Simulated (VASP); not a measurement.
# Al16NO22 (a cell with a defect) in VASP: notebook, part 2 of 2

VASP 6.6.1.

**3. Single point, PBE+D3(BJ)**

File INCAR:

```
SYSTEM = Al16NO22
ALGO = Normal
EDIFF = 1E-6
ENCUT = 520
GGA = PE
ISIF = 2
ISMEAR = 0
IVDW = 12
LASPH = .True.
LCHARG = .False.
LREAL = Auto
LWAVE = .False.
NBANDS = 118
NELECT = 184.0
NELM = 100
PREC = Accurate
SIGMA = 0.05
```

File KPOINTS:

```
k-points
0
Gamma
  2 2 2
  0 0 0
```

File POSCAR:

```
Al16NO22
1.0
   -4.8050270000     -2.7741840000      4.3720840000
    4.8050270000     -2.7741840000      4.3720840000
    0.0000000000      5.5483680000      4.3720840000
Al O N
16 22 1
Direct
    0.1486328656      0.1465737721      0.1503495318
    0.3546630720      0.3475788246      0.3511335646
    0.6454358149      0.6308161259      0.6357124679
    0.8650305000      0.8543356589      0.8640203909
    0.6416038819      0.6458875207      0.1462084074
    0.8375990205      0.8585801722      0.3587705750
    0.1522733032      0.1505355398      0.6457438381
    0.3579718301      0.3470089364      0.8531073214
    0.6731727276      0.1543190354      0.6359160764
    0.8603697810      0.3559322409      0.8562100799
    0.1422639716      0.6414855160      0.1580297645
    0.3472151729      0.8526912087      0.3481672602
    0.1524562595      0.6447442321      0.6475174049
    0.3226162226      0.8439235950      0.8640865381
    0.6457043718      0.1507371219      0.1437870106
    0.8557180785      0.3541227701      0.3428040686
    0.4074368197      0.6023146008      0.7516936935
    0.4128127767      0.2428942726      0.5970584512
    0.5820892923      0.7424571737      0.3928260730
    0.7599156636      0.4009470251      0.5916665400
    0.2442319263      0.5944101875      0.4052909854
    0.5936444766      0.4024940419      0.2439995941
    0.9126720660      0.1081267429      0.7597900361
    0.0995709451      0.2490013229      0.4031491078
    0.2517630221      0.8994045442      0.6027829524
    0.7478463946      0.1089292772      0.3892109104
    0.0916827156      0.9016652610      0.2533545113
    0.8991083085      0.6014419270      0.2584827565
    0.9078535552      0.2532070776      0.0962594461
    0.0944318130      0.7397276667      0.9073601250
    0.2510946938      0.4015244416      0.0959209201
    0.7457076415      0.5898483716      0.9106441971
    0.1046602050      0.4061228191      0.7478826374
    0.4016152458      0.0951120774      0.2485374064
    0.3973001776      0.7504172360      0.0928859234
    0.5999357192      0.2357735615      0.8943142047
    0.7419668787      0.9048163278      0.0908327679
    0.2543166269      0.0926222181      0.9029179739
    0.8200324792      0.8111804998      0.6224722201
```

Potentials or basis: VASP PAW PBE potentials, release 64 (Al, O, N).

Run with:

```bash
$ cat potpaw_PBE.64/Al/POTCAR potpaw_PBE.64/O/POTCAR potpaw_PBE.64/N/POTCAR > POTCAR
$ mpirun -np 1 vasp_std > vasp.out
```

OUTCAR:

```text
SYSTEM = Al16NO22
   EDIFF = 1E-6
   ENCUT = 520
   GGA = PE
   ISIF = 2
   ISMEAR = 0
   IVDW = 12
   LASPH = .True.
   LREAL = Auto
   NELECT = 184.0
   NELM = 100
   PREC = Accurate
 IVDW          = 12

 ion  position               nearest neighbor table
   1  0.149  0.147  0.150-  29 1.86  27 1.89  38 1.90  34 1.96  24 1.97  31 1.99   2 2.66  12 2.77
                            16 2.78   8 2.83  14 3.17  10 3.22   6 3.30
   2  0.355  0.348  0.351-  22 1.85  18 1.90  21 1.91  34 1.97  24 1.98  31 2.00   1 2.66   7 2.78
                            15 2.78  11 2.80   5 3.22  13 3.25   9 3.28
   3  0.645  0.631  0.636-  20 1.80  39 1.83  17 1.83  19 1.90  32 2.11   6 2.78  10 2.82   4 2.94
                            14 3.06  16 3.17   8 3.19  12 3.27   9 3.36
   4  0.865  0.854  0.864-  30 1.79  39 1.81  37 1.81  23 1.93  32 2.10   5 2.84  13 2.84   9 2.88
                             3 2.94  11 3.18  15 3.22  14 3.23   7 3.25
   5  0.642  0.646  0.146-  32 1.83  22 1.85  35 1.88  19 1.92  37 2.01  28 2.03   6 2.72  16 2.81
                            12 2.81   4 2.84   2 3.22  10 3.23  14 3.28
   6  0.838  0.859  0.359-  26 1.86  39 1.86  27 1.93  28 2.00  19 2.03  37 2.05   5 2.72   3 2.78
                            15 2.80  11 2.89   9 3.07   1 3.30  13 3.33
   7  0.152  0.151  0.646-  24 1.85  23 1.85  25 1.90  33 1.99  18 2.00  38 2.01   8 2.67   2 2.78
                            14 2.81  10 2.83  12 3.25   4 3.25  16 3.29
   8  0.358  0.347  0.853-  36 1.86  31 1.88  17 1.94  38 1.99  33 1.99  18 2.00   7 2.67   1 2.83
                            13 2.84   9 2.92  15 3.17   3 3.19  11 3.32
   9  0.673  0.154  0.636-  26 1.83  20 1.89  18 1.93  23 1.96  36 1.98  39 2.57  10 2.67  16 2.72
                             4 2.88   8 2.92   6 3.07   2 3.28   3 3.36
  10  0.860  0.356  0.856-  29 1.84  32 1.84  33 1.88  23 1.93  20 2.04  36 2.07   9 2.67  15 2.82
                             3 2.82   7 2.83  13 3.21   1 3.22   5 3.23
  11  0.142  0.641  0.158-  28 1.84  31 1.88  30 1.90  21 1.94  27 2.00  35 2.02  12 2.65  14 2.72
                             2 2.80   6 2.89  16 3.12   4 3.18   8 3.32
  12  0.347  0.853  0.348-  19 1.82  34 1.86  25 1.92  27 1.97  35 1.99  21 2.02  11 2.65   1 2.77
                             5 2.81  13 2.82   7 3.25   3 3.27  15 3.27
  13  0.152  0.645  0.648-  33 1.82  21 1.83  25 1.97  17 1.99  30 2.00  39 2.56  14 2.57  12 2.82
                             8 2.84   4 2.84  10 3.21   2 3.25   6 3.33
  14  0.323  0.844  0.864-  35 1.80  30 1.82  38 1.82  25 1.95  17 1.97  13 2.57  11 2.72   7 2.81
                             3 3.06   1 3.17   4 3.23   5 3.28
  15  0.646  0.151  0.144-  36 1.86  37 1.87  34 1.88  26 1.92  22 1.96  29 2.03  16 2.68   2 2.78
                             6 2.80  10 2.82   8 3.17   4 3.22  12 3.27
  16  0.856  0.354  0.343-  28 1.84  20 1.88  24 1.89  29 1.93  26 1.94  22 2.02  15 2.68   9 2.72
                             1 2.78   5 2.81  11 3.12   3 3.17   7 3.29
  17  0.407  0.602  0.752-   3 1.83   8 1.94  14 1.97  13 1.99
  18  0.413  0.243  0.597-   2 1.90   9 1.93   7 2.00   8 2.00
  19  0.582  0.742  0.393-  12 1.82   3 1.90   5 1.92   6 2.03
  20  0.760  0.401  0.592-   3 1.80  16 1.88   9 1.89  10 2.04
  21  0.244  0.594  0.405-  13 1.83   2 1.91  11 1.94  12 2.02
  22  0.594  0.402  0.244-   5 1.85   2 1.85  15 1.96  16 2.02
[... 14 lines left out ...]
  37  0.742  0.905  0.091-   4 1.81  15 1.87   5 2.01   6 2.05
  38  0.254  0.093  0.903-  14 1.82   1 1.90   8 1.99   7 2.01
  39  0.820  0.811  0.622-   4 1.81   3 1.83   6 1.86  13 2.56   9 2.57

  LATTYP: Found a trigonal (rhomboedric) cell.
 ALAT       =     7.0639582365
 COS(alpha) =     0.0746084541

  Lattice vectors:

 A1 = (  -4.8050270000,  -2.7741840000,   4.3720840000)
 A2 = (   4.8050270000,  -2.7741840000,   4.3720840000)
 A3 = (   0.0000000000,   5.5483680000,   4.3720840000)

Analysis of symmetry for initial positions (statically):
=====================================================================
 Subroutine PRICEL returns:
 Original cell was already a primitive cell.

 Routine SETGRP: Setting up the symmetry group for a
 trigonal (rhombohedral) supercell.

 Subroutine GETGRP returns: Found  1 space group operations
 (whereof  1 operations were pure point group operations)
[... 168 lines left out ...]
   LNONCOLLINEAR =      F non collinear calculations
   LSORBIT =      F    spin-orbit coupling
   LASPH  =      T    aspherical Exc in radial PAW
   ENCUT  =  520.0 eV  38.22 Ry    6.18 a.u.  13.13 13.13 13.13*2*pi/ulx,y,z
   NELM   =    100;   NELMIN=  2; NELMDL= -5     # of ELM steps
   EDIFF  = 0.1E-05   stopping-criterion for ELM
   LREAL  =      T    real-space projection
   EDIFFG = 0.1E-04   stopping-criterion for IOM
   NSW    =      0    number of steps for IOM
   IBRION =     -1    ionic relax: 0-MD 1-quasi-New 2-CG
   NFREE  =      0    steps in history (QN), initial steepest desc. (CG)
   ISIF   =      2    stress and relaxation
   ISYM   =      2    0-nonsym 1-usesym 2-fastsym
   POTIM  = 0.5000    time-step for ionic-motion
   TEBEG  =    0.0;   TEEND  =   0.0 temperature during run
   PSTRESS=    0.0 pullay stress
   NELECT =     184.0000    total number of electrons
   NUPDOWN=      -1.0000    fix difference up-down
   EMIN   =  10.00;   EMAX   =-10.00  energy-range for DOS
   EFERMI =   0.00;   METHOD = LEGACY
   ISMEAR =     0;   SIGMA  =   0.05  broadening in eV -4-tet -1-fermi 0-gaus
   EFERMI_NEDOS =   21; number of points for ismear=-14 and -15
   IALGO  =     38    algorithm
   IMIX   =      4    mixing-type and parameters
     AMIX     =   0.40;   BMIX     =  1.00
     AMIX_MAG =   1.60;   BMIX_MAG =  1.00
  volume/ion in A,a.u.               =       8.97        60.51
  Fermi-wavevector in a.u.,A,eV,Ry     =   1.321672  2.497599 23.766901  1.746818
  Thomas-Fermi vector in A             =   2.451409
   LORBIT       =      0    0 simple, 1 ext, 2 COOP (PROOUT), +10 PAW based schemes
   GGA     = PE    functional components
   LHFCALC =     F    Hartree Fock is set to
   AEXX    =    0.0000 exact exchange contribution
   IVDW    =    12    specifies the selected vdW correction
   LEPSILON=     F    determine dielectric tensor
   LRPA    =     F    only Hartree local field effects (RPA)
 non-spin polarized calculation
 Gauss-broadening in eV      SIGMA  =   0.05
  energy-cutoff  :      520.00
  volume of cell :      349.68
 maximum number of plane-waves:      9428
 NGX is ok and might be reduce to    54
   NGX = 27   NGY = 27   NGZ = 27

 number of electron     184.0000014 magnetization

 Free energy of the ion-electron system (eV)
  ---------------------------------------------------
  ext. energy  EPLUGINS =         0.00000000
  ---------------------------------------------------
  free energy    TOTEN  =      -295.26606513 eV

  energy without entropy =     -295.26606513  energy(sigma->0) =     -295.26606513

 E-fermi :   7.2231     XC(G=0): -11.3790

 val. band max:        6.9235841504   @ k =   0.5000   0.5000   0.5000
 cond. band min:       9.4179098544   @ k =   0.0000   0.0000   0.0000
 fundamental gap:      2.4943257040
 Fermi energy:         7.2231122760

 k-point     1 :       0.0000    0.0000    0.0000
  band No.  band energies     occupation
      1     -13.3344      2.00000
      2     -12.5320      2.00000
      3     -12.2377      2.00000
      4     -12.0401      2.00000
      5     -11.8108      2.00000
      6     -11.6252      2.00000
[... 845 lines left out ...]
    103      15.1050      0.00000
    104      15.1703      0.00000
 [bands above 104 left out]

------------------------ aborting loop because EDIFF is reached ----------------------------------------

 Edisp (eV)   -9.00166

 E8    (eV) :    -3.4144

  FORCE on cell =-STRESS in cart. coord.  units (eV):
  Direction    XX          YY          ZZ          XY          YZ          ZX
  --------------------------------------------------------------------------------------
  -------------------------------------------------------------------------------------
  Total     -18.67066    -9.72141    -9.97288    -5.31009    -2.75726    -3.82589
  in kB     -85.54596   -44.54194   -45.69411   -24.32999   -12.63333   -17.52963
  external pressure =      -58.59 kB  Pullay stress =        0.00 kB

 VOLUME and BASIS-vectors are now :
 -----------------------------------------------------------------------------
  energy-cutoff  :      520.00
  volume of cell :      349.68
      direct lattice vectors                 reciprocal lattice vectors
    -4.805027000 -2.774184000  4.372084000    -0.104057688 -0.060077726  0.076241292
     4.805027000 -2.774184000  4.372084000     0.104057688 -0.060077726  0.076241292
     0.000000000  5.548368000  4.372084000     0.000000000  0.120155452  0.076241292

 POSITION                                       TOTAL-FORCE (eV/Angst)
 -----------------------------------------------------------------------------------
     -0.00989      0.01524      1.94801         0.013221     -0.011862      0.003680
     -0.03404      0.00007      4.60545         0.015479      0.005080      0.010109
     -0.07025     -0.01339      8.35927        -0.031411     -0.040994      0.023448
     -0.05139      0.02407     11.29478        -0.075644     -0.008267     -0.031902
      0.02058     -2.76052      6.26826         0.054476      0.027919      0.009198
      0.10082     -2.71492      8.98441        -0.102199     -0.063990      0.024038
[... 31 lines left out ...]
     -0.77695      4.04725      5.46448         0.021931      0.009718     -0.008536
     -0.04253     -1.07158      9.85330        -0.862550     -0.310451      0.018505
 -----------------------------------------------------------------------------------
    total drift:                                0.023202     -0.004972     -0.019651

  FREE ENERGIE OF THE ION-ELECTRON SYSTEM (eV)
  ---------------------------------------------------
  free  energy   TOTEN  =      -304.2677232931 eV

  energy  without entropy=     -304.2677232931  energy(sigma->0) =     -304.26772329
```

Wall time 7.7 min (1 thread of Intel Xeon Platinum 8259CL at 2.50GHz (Skylake/Cascade Lake), shared host); peak memory 0.5 GiB.

What came out:

* Free energy: -304.2677 eV
* Largest force: 0.917 eV/Å
* Dispersion energy per atom: -0.231 eV

Forces on the atoms (eV/Å):
```
Al   0.013 -0.012  0.004
Al   0.015  0.005  0.010
Al  -0.031 -0.041  0.023
Al  -0.076 -0.008 -0.032
Al   0.054  0.028  0.009
Al  -0.102 -0.064  0.024
Al   0.007  0.030 -0.022
Al   0.069 -0.027  0.026
Al   0.157 -0.070  0.105
Al   0.017 -0.005  0.042
Al  -0.012  0.020 -0.007
Al   0.029  0.039  0.023
Al   0.252  0.056 -0.125
Al   0.016  0.073 -0.026
Al  -0.006  0.022 -0.022
Al   0.013 -0.002 -0.012
O    0.038 -0.038  0.018
O    0.009 -0.005  0.010
O    0.064  0.023  0.087
O    0.005  0.002 -0.010
O    0.024  0.019 -0.008
O    0.015  0.007  0.012
O    0.049  0.034 -0.074
O    0.025  0.010 -0.002
O    0.023  0.008  0.032
O   -0.009  0.088 -0.025
O    0.016 -0.033  0.002
O    0.020 -0.036 -0.062
O    0.023  0.014 -0.008
O   -0.014  0.096  0.023
O    0.004  0.007  0.005
O    0.077  0.035 -0.026
O   -0.010  0.021 -0.011
O    0.013  0.001  0.005
O    0.003  0.037  0.035
O    0.030  0.002 -0.002
O    0.020 -0.036 -0.031
O    0.022  0.010 -0.009
N   -0.863 -0.310  0.019
```

Levels at points of the mesh, in eV from the Fermi level:
| k point | band 90 | band 91 | band 92 | band 93 | band 94 | band 95 |
| --- | --- | --- | --- | --- | --- | --- |
| (0.00, 0.00, 0.00) | -1.41 | -0.91 | -0.34 | 2.19 | 5.13 | 5.65 |
| (0.50, 0.00, 0.00) | -1.44 | -1.07 | -0.33 | 2.85 | 4.83 | 5.91 |
| (0.00, 0.50, 0.00) | -1.42 | -0.93 | -0.44 | 2.66 | 5.23 | 5.53 |
| (0.00, 0.00, 0.50) | -1.51 | -1.00 | -0.39 | 2.57 | 5.23 | 5.84 |
| (0.50, 0.50, 0.00) | -1.41 | -1.04 | -0.41 | 2.93 | 5.16 | 5.89 |
| (0.50, 0.00, 0.50) | -1.46 | -0.98 | -0.38 | 2.87 | 5.19 | 5.93 |
| (0.00, 0.50, 0.50) | -1.42 | -1.00 | -0.31 | 2.75 | 5.35 | 5.63 |
| (0.50, 0.50, 0.50) | -1.44 | -0.95 | -0.30 | 2.89 | 5.36 | 5.92 |

Caveat: the k points lie up to 0.45 Å⁻¹ apart; the cell carries a net charge on a neutralising background, which shifts energy and pressure; the cell is charged against a uniform background, so pressure and absolute levels hang on convention.
